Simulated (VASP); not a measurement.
Here is a VASP 6.6.1 calculation.

INCAR

```
ALGO = Normal ; EDIFF = 1E-6
ENCUT = 520 ; GGA = PE
ISIF = 2 ; ISMEAR = -1
LASPH = True ; LCHARG = False
LREAL = False ; LWAVE = False
NBANDS = 60 ; NELM = 80
PREC = Accurate ; SIGMA = 0.02
```

The input KPOINTS:

```
k-points
0
Gamma
  4 4 6
```

POSCAR

```
BaCa3F8
1.0
    4.0243168611     -5.7473304175      0.0000000000
    4.0243168611      5.7473304175      0.0000000000
    0.0000000000      0.0000000000      4.0170823979
Ca F Ba
3 8 1
Direct
    0.0000000000      0.0000000000      0.0000000000
    0.5000000000      0.0000000000      0.5000000000
    0.0000000000      0.5000000000      0.5000000000
    0.3563448836      0.6436551164      0.5000000000
    0.1199680400      0.8800319600      0.5000000000
    0.8969929707      0.6345981474      0.0000000000
    0.6345981474      0.8969929707      0.0000000000
    0.3654018526      0.1030070293      0.0000000000
    0.1030070293      0.3654018526      0.0000000000
    0.8800319600      0.1199680400      0.5000000000
    0.6436551164      0.3563448836      0.5000000000
    0.5000000000      0.5000000000      0.0000000000
```

Potentials or basis: VASP PAW PBE potentials, release 64 (Ca_sv, F, Ba_sv).

Launch:

```bash
$ cat potpaw_PBE.64/Ca_sv/POTCAR potpaw_PBE.64/F/POTCAR potpaw_PBE.64/Ba_sv/POTCAR > POTCAR
$ mpirun -np 1 vasp_std > vasp.out
```

What does it give for the band gap on the k mesh?

6.47 eV.

What does it give for the largest force?

0.076 eV/Å.

Estimate the pressure.

0.6 GPa.

Forces in eV/Å, atoms in the order of the input:
```
Ca   0.000  0.000  0.000
Ca   0.000  0.000  0.000
Ca   0.000  0.000  0.000
F    0.000  0.076  0.000
F    0.000 -0.001  0.000
F    0.056 -0.038  0.000
F    0.056  0.038  0.000
F   -0.056 -0.038  0.000
F   -0.056  0.038  0.000
F    0.000  0.001  0.000
F    0.000 -0.076  0.000
Ba   0.000  0.000  0.000
```

Caveat: spin-orbit coupling is left out, which moves the levels of the heavy elements. A k mesh can miss the band edges.
